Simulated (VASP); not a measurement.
Wanted: the native input for a VASP 6.6.1 run.

```yaml
Task: electric field gradients
Functional: r2SCAN
Potentials_or_basis: VASP PAW PBE potentials, release 64 (Ta_pv)
Cutoff: 520 eV
k_mesh: 14 × 14 × 14
Occupations: fermi-dirac, width 0.08 eV
Spin: no spin polarisation
Dipole_correction: no
Further_INCAR_settings: ALGO = Normal; EDIFF = 1e-08; NBANDS = 12
```

Ta:

```
Ta
1.0
     0.00000    2.08591    2.08591
     2.08591    0.00000    2.08591
     2.08591    2.08591    0.00000
Ta
1
Direct
  0.00000 0.00000 0.00000
```

This isn't the form of Ta at room conditions, which is bcc.

One way to write it, as run:

POSCAR

```
Ta
1.0
    0.0000000000      2.0859058039      2.0859058039
    2.0859058039      0.0000000000      2.0859058039
    2.0859058039      2.0859058039      0.0000000000
Ta
1
Direct
    0.0000000000      0.0000000000      0.0000000000
```

INCAR.step1

```
PREC = Accurate
ENCUT = 520
ISMEAR = -1
SIGMA = 0.08
LREAL = F
LASPH = T
NELM = 80
NBANDS = 12
GGA = PE
ALGO = Normal
EDIFF = 1E-4
LWAVE = T
LCHARG = F
```

INCAR.step2

```
PREC = Accurate
ENCUT = 520
EDIFF = 1E-8
ISMEAR = -1
SIGMA = 0.08
LREAL = F
LASPH = T
NELM = 80
ALGO = Normal
ISIF = 2
LWAVE = F
LCHARG = F
METAGGA = R2SCAN
LMIXTAU = T
LEFG = T
NBANDS = 12
ISTART = 1
```

KPOINTS

```
regular mesh
0
Gamma
  14 14 14
```

Potentials or basis: VASP PAW PBE potentials, release 64 (Ta_pv).

The run is started by

```bash
$ cat potpaw_PBE.64/Ta_pv/POTCAR > POTCAR
$ cp INCAR.step1 INCAR
$ mpirun -np 1 vasp_std > vasp.out
$ cp INCAR.step2 INCAR
$ mpirun -np 1 vasp_std > vasp.out
```

It gave:

```
Pressure                                : 5.9 GPa
Band gap on the k mesh                  : zero (an odd number of electrons rules out a gap without spin polarisation)
Largest electric field gradient by atom : under 0.05 V/Å² on every atom
```

Caveat: the cell stands under pressure; the PAW data sets were made with another functional, which shifts forces and pressure a little; spin-orbit coupling is left out, which moves the levels of the heavy elements.

Wall time 75 s on 1 thread of AMD EPYC 9R45 96-Core Processor (Zen 5) (shared host), peak memory 0.13 GiB.
